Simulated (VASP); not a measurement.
# Ca (P6_3/mmc) in VASP: a series of runs, part 2 of 2

VASP 6.6.1. Earlier steps stand in the parts before.

### 4 Single point, PBE (44.00 Å³/atom)

This run uses another cell than the first one, of 44.00 Å³/atom.

INCAR reads:

```
  PREC = Accurate
  ENCUT = 520
  EDIFF = 1E-6
  ISMEAR = -1
  SIGMA = 0.1
  LREAL = F
  LASPH = T
  NELM = 80
  ALGO = Normal
  ISIF = 2
  LWAVE = F
  LCHARG = F
  GGA = PE
  NBANDS = 28
```

KPOINTS reads:

```
Automatic mesh
0
Gamma
  11 11 3
```

POSCAR reads:

```
Ca
1.0
    3.9569119574      0.0000000000      0.0000000000
   -1.9784559787      3.4267862757      0.0000000000
    0.0000000000      0.0000000000     12.9786589608
Ca
4
Direct
    0.0000000000      0.0000000000      0.0000000000
    0.0000000000      0.0000000000      0.5000000000
    0.3333333333      0.6666666667      0.2500000000
    0.6666666667      0.3333333333      0.7500000000
```

Potentials or basis: VASP PAW PBE potentials, release 64 (Ca_sv).

Run with:

```sh
cat potpaw_PBE.64/Ca_sv/POTCAR > POTCAR
mpirun -np 1 vasp_std > vasp.out
```

OUTCAR:

```text
PREC = Accurate
   ENCUT = 520
   EDIFF = 1E-6
   ISMEAR = -1
   LREAL = F
   LASPH = T
   NELM = 80
   ISIF = 2
   GGA = PE

 ion  position               nearest neighbor table
   1  0.000  0.000  0.000-
   2  0.000  0.000  0.500-
   3  0.333  0.667  0.250-
   4  0.667  0.333  0.750-

  LATTYP: Found a hexagonal cell.
 ALAT       =     3.9569119574
 C/A-ratio  =     3.2799969018

  Lattice vectors:

 A1 = (   3.9569119574,   0.0000000000,   0.0000000000)
 A2 = (  -1.9784559787,   3.4267862757,   0.0000000000)
 A3 = (   0.0000000000,   0.0000000000,  12.9786589608)

Analysis of symmetry for initial positions (statically):
=====================================================================
 Subroutine PRICEL returns:
 Original cell was already a primitive cell.

 Routine SETGRP: Setting up the symmetry group for a
 hexagonal supercell.

 Subroutine GETGRP returns: Found 24 space group operations
 (whereof 12 operations were pure point group operations)
 out of a pool of 24 trial point group operations.

The static configuration has the point symmetry D_3d.
 The point group associated with its full space group is D_6h.

Analysis of symmetry for dynamics (positions and initial velocities):
=====================================================================
 Subroutine PRICEL returns:
 Original cell was already a primitive cell.

 Routine SETGRP: Setting up the symmetry group for a
 hexagonal supercell.

 Subroutine GETGRP returns: Found 24 space group operations
 (whereof 12 operations were pure point group operations)
 out of a pool of 24 trial point group operations.

The dynamic configuration has the point symmetry D_3d.
 The point group associated with its full space group is D_6h.

 Subroutine INISYM returns: Found 24 space group operations
[... 110 lines left out ...]
   TEBEG  =    0.0;   TEEND  =   0.0 temperature during run
   PSTRESS=    0.0 pullay stress
   NELECT =      40.0000    total number of electrons
   NUPDOWN=      -1.0000    fix difference up-down
   EMIN   =  10.00;   EMAX   =-10.00  energy-range for DOS
   EFERMI =   0.00;   METHOD = LEGACY
   ISMEAR =    -1;   SIGMA  =   0.10  broadening in eV -4-tet -1-fermi 0-gaus
   EFERMI_NEDOS =   21; number of points for ismear=-14 and -15
   IALGO  =     38    algorithm
   IMIX   =      4    mixing-type and parameters
     AMIX     =   0.40;   BMIX     =  1.00
     AMIX_MAG =   1.60;   BMIX_MAG =  1.00
  volume/ion in A,a.u.               =      44.00       296.90
  Fermi-wavevector in a.u.,A,eV,Ry     =   0.999088  1.888003 13.581021  0.998177
  Thomas-Fermi vector in A             =   2.131355
   LORBIT       =      0    0 simple, 1 ext, 2 COOP (PROOUT), +10 PAW based schemes
   GGA     = PE    functional components
[... 5 lines left out ...]
 non-spin polarized calculation
  energy-cutoff  :      520.00
  volume of cell :      175.98
 maximum number of plane-waves:      4788
 NGX is ok and might be reduce to    30
   NGX = 15   NGY = 15   NGZ = 49

 number of electron      39.9999989 magnetization

 Free energy of the ion-electron system (eV)
  ---------------------------------------------------
  ext. energy  EPLUGINS =         0.00000000
  ---------------------------------------------------
  free energy    TOTEN  =        -7.78162868 eV

  energy without entropy =       -7.61248785  energy(sigma->0) =       -7.69705826

 E-fermi :   1.8135     XC(G=0):  -7.6066

 val. band max:        1.8130126667   @ k =   0.4545   0.0909   0.0000
 cond. band min:       1.8252557900   @ k =   0.3636   0.0909   0.0000
 fundamental gap:      0.0122431233
 Fermi energy:         1.8134590525

 k-point     1 :       0.0000    0.0000    0.0000
  band No.  band energies     occupation
      1     -40.3020      2.00000
      2     -40.2989      2.00000
      3     -40.2925      2.00000
      4     -40.2894      2.00000
      5     -21.3378      2.00000
      6     -21.2818      2.00000
[... 733 lines left out ...]
     27       3.9245      0.00000
     28       4.0216      0.00000

 [... further k-points ...]

------------------------ aborting loop because EDIFF is reached ----------------------------------------

  FORCE on cell =-STRESS in cart. coord.  units (eV):
  Direction    XX          YY          ZZ          XY          YZ          ZX
  --------------------------------------------------------------------------------------
  -------------------------------------------------------------------------------------
  Total       -0.6663175     -0.6663175     -0.7002604     -0.0000000      0.0000000      0.0000000
  in kB       -6.0662254     -6.0662254     -6.3752460     -0.0000000      0.0000000      0.0000000
  external PRESSURE =      -6.1692323 kB  Pullay stress =       0.0000000 kB

 VOLUME and BASIS-vectors are now :
 -----------------------------------------------------------------------------
  energy-cutoff  :      520.00
  volume of cell :      175.98
      direct lattice vectors                 reciprocal lattice vectors
     3.956911957  0.000000000  0.000000000     0.252722328  0.145909304  0.000000000
    -1.978455979  3.426786276  0.000000000     0.000000000  0.291818608  0.000000000
     0.000000000  0.000000000 12.978658961     0.000000000  0.000000000  0.077049563

 POSITION                                       TOTAL-FORCE (eV/Angst)
 -----------------------------------------------------------------------------------
      0.00000      0.00000      0.00000         0.000000      0.000000     -0.000000
      0.00000      0.00000      6.48933        -0.000000      0.000000     -0.000000
     -0.00000      2.28452      3.24466         0.000000      0.000000      0.000000
      1.97846      1.14226      9.73399        -0.000000     -0.000000      0.000000
 -----------------------------------------------------------------------------------
    total drift:                               -0.000000      0.000000      0.000000

  FREE ENERGIE OF THE ION-ELECTRON SYSTEM (eV)
  ---------------------------------------------------
  free  energy   TOTEN  =        -7.7816286794 eV

  energy  without entropy=       -7.6124878464  energy(sigma->0) =       -7.69705826
```

stdout:

```text
POSCAR found type information on POSCAR Ca
 POSCAR found :  1 types and       4 ions
 scaLAPACK will be used
 LDA part: xc-table for (Slater+PW92), standard interpolation
 POSCAR, INCAR and KPOINTS ok, starting setup
 FFT: planning ... GRIDC
 FFT: planning ... GRID_SOFT
 FFT: planning ... GRID
 WAVECAR not read
 entering main loop
```

Wall time 4.2 min (1 thread of Oxide Virtual Turin-like, shared host); peak memory 0.31 GiB.

Results:

```
Free energy            : -7.7816 eV
Pressure               : -0.6 GPa
Band gap on the k mesh : zero (bands 20 and 21 overlap by 0.42 eV)
```

### 5 Single point, PBE (45.69 Å³/atom)

This run uses another cell than the first one, of 45.69 Å³/atom.

INCAR reads:

```
SYSTEM = Ca
PREC = Accurate
ENCUT = 520
EDIFF = 1E-6
ISMEAR = -1
SIGMA = 0.1
LREAL = .FALSE.
LASPH = .TRUE.
NELM = 60
ALGO = Normal
ISIF = 2
LWAVE = .FALSE.
LCHARG = .TRUE.
GGA = PE
LELF = .TRUE.
LVHAR = .TRUE.
NBANDS = 28
```

KPOINTS reads:

```
regular mesh
0
G
  11 11 3
  0 0 0
```

POSCAR reads:

```
Ca
1.0
    4.0070047683      0.0000000000      0.0000000000
   -2.0035023842      3.4701679225      0.0000000000
    0.0000000000      0.0000000000     13.1429632253
Ca
4
Direct
    0.0000000000      0.0000000000      0.0000000000
    0.0000000000      0.0000000000      0.5000000000
    0.3333333333      0.6666666667      0.2500000000
    0.6666666667      0.3333333333      0.7500000000
```

Potentials or basis: VASP PAW PBE potentials, release 64 (Ca_sv).

Run with:

```sh
cat potpaw_PBE.64/Ca_sv/POTCAR > POTCAR
mpirun -np 1 vasp_std > vasp.out
```

OUTCAR:

```text
SYSTEM = Ca
   PREC = Accurate
   ENCUT = 520
   EDIFF = 1E-6
   ISMEAR = -1
   LREAL = .FALSE.
   LASPH = .TRUE.
   NELM = 60
   ISIF = 2
   GGA = PE

 ion  position               nearest neighbor table
   1  0.000  0.000  0.000-
   2  0.000  0.000  0.500-
   3  0.333  0.667  0.250-
   4  0.667  0.333  0.750-

  LATTYP: Found a hexagonal cell.
 ALAT       =     4.0070047683
 C/A-ratio  =     3.2799969017

  Lattice vectors:

 A1 = (   4.0070047683,   0.0000000000,   0.0000000000)
 A2 = (  -2.0035023842,   3.4701679225,   0.0000000000)
 A3 = (   0.0000000000,   0.0000000000,  13.1429632253)

Analysis of symmetry for initial positions (statically):
=====================================================================
 Subroutine PRICEL returns:
 Original cell was already a primitive cell.

 Routine SETGRP: Setting up the symmetry group for a
 hexagonal supercell.

[... 166 lines left out ...]
  ext. energy  EPLUGINS =         0.00000000
  ---------------------------------------------------
  free energy    TOTEN  =        -7.74507730 eV

  energy without entropy =       -7.57443735  energy(sigma->0) =       -7.65975733

 E-fermi :   1.6703     XC(G=0):  -7.4929

 val. band max:        1.6618951879   @ k =   0.4545   0.0909   0.0000
 cond. band min:       1.6772082637   @ k =   0.3636   0.2727   0.0000
 fundamental gap:      0.0153130758
 Fermi energy:         1.6702892713

 k-point     1 :       0.0000    0.0000    0.0000
  band No.  band energies     occupation
      1     -40.5333      2.00000
      2     -40.5310      2.00000
      3     -40.5245      2.00000
      4     -40.5222      2.00000
      5     -21.5569      2.00000
      6     -21.5086      2.00000
[... 733 lines left out ...]
     27       3.7352      0.00000
     28       3.8344      0.00000

 [... further k-points ...]

------------------------ aborting loop because EDIFF is reached ----------------------------------------

  FORCE on cell =-STRESS in cart. coord.  units (eV):
  Direction    XX          YY          ZZ          XY          YZ          ZX
  --------------------------------------------------------------------------------------
  -------------------------------------------------------------------------------------
  Total       -1.2950689     -1.2950689     -1.3562196      0.0000000      0.0000000      0.0000000
  in kB      -11.3537628    -11.3537628    -11.8898657      0.0000000      0.0000000      0.0000000
  external PRESSURE =     -11.5324638 kB  Pullay stress =       0.0000000 kB

 VOLUME and BASIS-vectors are now :
 -----------------------------------------------------------------------------
  energy-cutoff  :      520.00
  volume of cell :      182.75
      direct lattice vectors                 reciprocal lattice vectors
     4.007004768  0.000000000  0.000000000     0.249562967  0.144085246  0.000000000
    -2.003502384  3.470167922  0.000000000     0.000000000  0.288170493  0.000000000
     0.000000000  0.000000000 13.142963225     0.000000000  0.000000000  0.076086342

 POSITION                                       TOTAL-FORCE (eV/Angst)
 -----------------------------------------------------------------------------------
      0.00000      0.00000      0.00000         0.000000      0.000000     -0.000000
      0.00000      0.00000      6.57148         0.000000      0.000000     -0.000000
     -0.00000      2.31345      3.28574         0.000000      0.000000      0.000000
      2.00350      1.15672      9.85722        -0.000000      0.000000     -0.000000
 -----------------------------------------------------------------------------------
    total drift:                               -0.000000      0.000000      0.000000

  FREE ENERGIE OF THE ION-ELECTRON SYSTEM (eV)
  ---------------------------------------------------
  free  energy   TOTEN  =        -7.7450773012 eV

  energy  without entropy=       -7.5744373538  energy(sigma->0) =       -7.65975733
```

Wall time 4.5 min (1 thread of Oxide Virtual Turin-like, shared host); peak memory 0.31 GiB.

What came out:

- Free energy: -7.7451 eV
- Pressure: -1.2 GPa
- Band gap on the k mesh: zero (bands 20 and 21 overlap by 0.46 eV)

### 6 Overview

| cell | gap on the mesh (eV) | pressure (GPa) |
| --- | --- | --- |
| a = 3.853, b = 3.853, c = 12.637 Å, angles 90.0, 90.0, 120.0°, 4 atoms | none | 0.8 |
| a = 3.906, b = 3.906, c = 12.810 Å, angles 90.0, 90.0, 120.0°, 4 atoms | none | 0.0 |
| a = 3.957, b = 3.957, c = 12.979 Å, angles 90.0, 90.0, 120.0°, 4 atoms | none | -0.6 |
| a = 4.007, b = 4.007, c = 13.143 Å, angles 90.0, 90.0, 120.0°, 4 atoms | none | -1.2 |

Alike in all rows: task single point; level PBE; potentials or basis VASP PAW PBE potentials, release 64 (Ca_sv); no spin polarisation; k mesh 11 × 11 × 3; cutoff (eV) 520; smearing fermi-dirac 0.1 eV.

Absolute energies hang on the potentials; compare differences alone.

The gap in the log of VASP goes by the Fermi energy; the results here count the filled bands.